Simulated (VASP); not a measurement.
Input of a VASP 6.6.1 run:

Contents of INCAR:

```
PREC     = Accurate       # precision mode
ENCUT    = 600            # plane-wave cutoff, eV
EDIFF    = 1E-6           # SCF threshold, eV
ISMEAR   = -1             # smearing method
SIGMA    = 0.08           # smearing width, eV
LREAL    = False          # projectors in reciprocal space
LASPH    = True           # aspherical terms in the spheres
NELM     = 60             # most SCF steps
ALGO     = Normal         # electronic algorithm
ISIF     = 3              # what is computed and relaxed
LWAVE    = False          # write WAVECAR
LCHARG   = False          # write CHGCAR
GGA      = PE             # functional
IBRION   = 2              # ionic algorithm
NSW      = 60             # ionic steps
EDIFFG   = -0.005         # ionic threshold
PSTRESS  = 1600.0
```

Contents of KPOINTS:

```
regular mesh
0
Gamma
  11 11 11
```

The input POSCAR:

```
Si2Mo
1.0
    0.0000000000      2.4247231959      2.4247231959
    2.4247231959      0.0000000000      2.4247231959
    2.4247231959      2.4247231959      0.0000000000
Mo Si
1 2
Direct
    0.0000000000      0.0000000000      0.0000000000
    0.2500000000      0.2500000000      0.2500000000
    0.7500000000      0.7500000000      0.7500000000
```

Potentials or basis: VASP PAW PBE potentials, release 64 (Mo_sv, Si).

The run is started by

```bash
$ cat potpaw_PBE.64/Mo_sv/POTCAR potpaw_PBE.64/Si/POTCAR > POTCAR
$ mpirun -np 1 vasp_std > vasp.out
```

Task: Estimate the relaxed volume.

Result: 10.46 Å³/atom.

Task: What does it give for the space group after relaxing (to 0.1 Å)?

Result: Fm-3m (No. 225).

Task: Estimate the band gap on the k mesh.

Result: Zero (bands 11 and 12 overlap by 3.50 eV).

Step by step:
| step | energy change (eV) | largest force (eV/Å) | pressure (GPa) | volume (Å³) |
| --- | --- | --- | --- | --- |
| 1 | 0.0000 | 0.0000 | 233.33 | 28.51 |
| 2 | -9.8283 | 0.0000 | -0.86 | 50.49 |
| 3 | -4.2775 | 0.0000 | 143.44 | 32.22 |
| 4 | -3.5436 | 0.0000 | 158.94 | 31.44 |
| 5 | -3.4834 | 0.0000 | 160.20 | 31.38 |
| 6 | -3.4835 | 0.0000 | 160.20 | 31.38 |
| 7 | -3.4840 | 0.0000 | 160.20 | 31.38 |
| 8 | -3.4840 | 0.0000 | 160.19 | 31.38 |
| 9 | -3.4840 | 0.0000 | 160.19 | 31.38 |
| 10 | -3.4840 | 0.0000 | 160.19 | 31.38 |
| 11 | -3.4840 | 0.0000 | 160.19 | 31.38 |
| 12 | -3.4840 | 0.0000 | 160.19 | 31.38 |
| 13 | -3.4841 | 0.0000 | 160.19 | 31.38 |
| 14 | -3.4841 | 0.0000 | 160.19 | 31.38 |
| 15 | -3.4843 | 0.0000 | 160.19 | 31.38 |
| 16 | -3.4846 | 0.0000 | 160.18 | 31.38 |
| 17 | -3.4853 | 0.0000 | 160.17 | 31.38 |
| 18 | -3.4867 | 0.0000 | 160.14 | 31.38 |
| 19 | -3.4894 | 0.0000 | 160.09 | 31.39 |
| 20 | -3.4947 | 0.0000 | 159.99 | 31.39 |

Caveat: the cell is relaxed towards a set pressure, so the run minimises the enthalpy, not the energy.
